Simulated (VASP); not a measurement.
Input of a VASP 6.6.1 run:

Contents of INCAR:

```
SYSTEM = Nb
  PREC = Accurate
  ENCUT = 500
  EDIFF = 1E-6
  ISMEAR = 0
  SIGMA = 0.1
  LREAL = .False.
  LASPH = .True.
  NELM = 120
  ALGO = Normal
  ISIF = 2
  LWAVE = .False.
  LCHARG = .True.
  GGA = PE
  LELF = .True.
  LVHAR = .True.
  NBANDS = 12
  GGA_COMPAT = .False.
```

KPOINTS

```
Automatic mesh
0
Gamma
  8 8 8
  0 0 0
```

The input POSCAR:

```
Nb
1.0
   -1.6588161896      1.6588161896      1.6588161896
    1.6588161896     -1.6588161896      1.6588161896
    1.6588161896      1.6588161896     -1.6588161896
Nb
1
Direct
    0.0000000000      0.0000000000      0.0000000000
```

Potentials or basis: VASP PAW PBE potentials, release 64 (Nb_sv).

The run is started by

```console
$ cat potpaw_PBE.64/Nb_sv/POTCAR > POTCAR
$ mpirun -np 1 vasp_std > vasp.out
```

(1) Predict the pressure.

Answers

(1) -1.1 GPa.
